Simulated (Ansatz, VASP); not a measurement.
**One calculation of CdSe, two programs**

Contents of INCAR:

```
SYSTEM = CdSe
ALGO     = Normal         ! electronic algorithm
EDIFF    = 1E-7           ! SCF threshold, eV
ENCUT    = 520            ! plane-wave cutoff, eV
GGA      = PE             ! functional
ISIF     = 2              ! what is computed and relaxed
ISMEAR   = 0              ! smearing method
LASPH    = .TRUE.         ! aspherical terms in the spheres
LCHARG   = .FALSE.        ! write CHGCAR
LREAL    = .FALSE.        ! projectors in reciprocal space
LWAVE    = .FALSE.        ! write WAVECAR
NBANDS   = 16             ! bands
NELM     = 80             ! most SCF steps
PREC     = Accurate       ! precision mode
SIGMA    = 0.05           ! smearing width, eV
```

The input KPOINTS:

```
k-points
0
G
  10 10 10
  0 0 0
```

Contents of POSCAR:

```
CdSe
1.0
    0.0000000000      3.0702711986      3.0702711986
    3.0702711986      0.0000000000      3.0702711986
    3.0702711986      3.0702711986      0.0000000000
Cd Se
1 1
Direct
    0.0000000000      0.0000000000      0.0000000000
    0.7923102072      0.7358965976      0.7358965976
```

Input for Ansatz:

```yaml
crystal:
  lattice:
    - [0.0, 3.0702711986, 3.0702711986]
    - [3.0702711986, 0.0, 3.0702711986]
    - [3.0702711986, 3.0702711986, 0.0]
  atoms:
    - { symbol: Cd, position: [0.0, 0.0, 0.0] }
    - { symbol: Se, position: [0.7923102072, 0.7358965976, 0.7358965976] }
basis:
  ecutwfc: 420
kpoints:
  mp_grid: { grid: [10, 10, 10] }
hamiltonian:
  xc: pbe
scf:
  occupations: { method: gaussian, width: 0.05 }
output:
  forces: true
  stress: true
  eigenvalues: true
```

Change from the starting cell: all Se atoms moved -0.150 Å, as atom 2 towards its neighbour atom 1 (Cd) at 2.659 Å.

Alike in both runs: task single point; functional PBE; k mesh 10 × 10 × 10; occupations gaussian, width 0.05 eV; no spin polarisation.

|  | VASP | Ansatz |
| --- | --- | --- |
| version | VASP 6.6.1 | Ansatz 0.2.0 |
| potentials or method | VASP PAW PBE potentials, release 64 (Cd, Se), cutoff 520 eV | scalar-relativistic, plane waves, PAW |
| valence electrons in the cell | 18 | 36 |

VASP gave:

| Quantity | Value |
| --- | --- |
| gap on the k mesh at the Fermi level (eV) | 0.52 |
| least direct gap on the mesh (eV) | 0.52 |
| pressure (GPa) | 1.9 |
| traceless stress, the component that is largest in VASP (GPa) | 1.15 |
| rms of the force components (eV/Å) | 0.293 |

Problem. Estimate Ansatz's values.

Solution. gap on the k mesh at the Fermi level (eV): 0.52; least direct gap on the mesh (eV): 0.52; pressure (GPa): 1.6; traceless stress, the component that is largest in VASP (GPa): 1.10; rms of the force components (eV/Å): 0.284.

Atom by atom the forces differ by 0.008 eV/Å (rms over components). VASP's potentials hold 18 valence electrons a cell and Ansatz's 36, so a difference there can come from the potentials and not from the codes.
